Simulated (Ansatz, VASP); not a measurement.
# WAu: VASP beside Ansatz

File INCAR:

```
PREC = Accurate ; ENCUT = 520
EDIFF = 1E-7 ; ISMEAR = -1
SIGMA = 0.05 ; LREAL = F
LASPH = T ; NELM = 150
ALGO = Normal ; ISIF = 2
LWAVE = F ; LCHARG = T
MAGMOM = 0 0 0 0 0 0 ; LORBIT = 11
LSORBIT = T ; GGA_COMPAT = F
LORBMOM = T ; LMAXMIX = 4
GGA = PE ; LVHAR = T
NBANDS = 37
```

KPOINTS

```
regular mesh
0
Gamma
  6 6 6
```

POSCAR

```
WAu
1.0
    0.0000000000      2.7479792600      2.7479792600
    2.7479792600      0.0000000000      2.7479792600
    2.7479792600      2.7479792600      0.0000000000
W Au
1 1
Direct
    0.0000000000      0.0000000000      0.0000000000
    0.7500000000      0.7500000000      0.7500000000
```

The input input.yaml:

```yaml
crystal:
  lattice:
    - [0.0, 2.74797926, 2.74797926]
    - [2.74797926, 0.0, 2.74797926]
    - [2.74797926, 2.74797926, 0.0]
  atoms:
    - { symbol: W, position: [0.0, 0.0, 0.0] }
    - { symbol: Au, position: [0.75, 0.75, 0.75] }
hamiltonian:
  xc: pbe
  pseudopotentials: { kind: paw_fr }
magnetization:
  noncollinear: true
  spin_orbit: true
kpoints:
  mp_grid: { grid: [6, 6, 6] }
  band_path:
    path:
      - [[0.0, 0.0, 0.0], [0.5, 0.0, 0.5], [0.5, 0.25, 0.75], [0.375, 0.375, 0.75], [0.0, 0.0, 0.0], [0.5, 0.5, 0.5], [0.625, 0.25, 0.625], [0.5, 0.25, 0.75], [0.5, 0.5, 0.5], [0.375, 0.375, 0.75]]
      - [[0.625, 0.25, 0.625], [0.5, 0.0, 0.5]]
    npoints: 14
scf:
  occupations: { method: fermi_dirac, width: 0.05 }
  n_extra_bands: 6
output:
  forces: true
  stress: true
  eigenvalues: true
  fatbands: false
  write_density: true
  write_potential: true
  elf: true
  volumetric_format: npy
```

Alike in both runs: functional PBE; k mesh 6 × 6 × 6; occupations fermi-dirac, width 0.05 eV; non-collinear spin, spin-orbit coupling.

```csv
,VASP,Ansatz
version,VASP 6.6.1,Ansatz 0.2.0
potentials or method,"VASP PAW PBE potentials, release 64 (W_sv, Au)",Ansatz PAW
plane-wave cutoff (eV),520,420
valence electrons in the cell,25,33
task,single point,band structure
```

|  | VASP | Ansatz | Ansatz less VASP |
| --- | --- | --- | --- |
| net moment per atom (μB) | 0.00 | 0.00 | 0.000 |

VASP's potentials hold 25 valence electrons a cell and Ansatz's 33, so a difference there can come from the potentials and not from the codes.
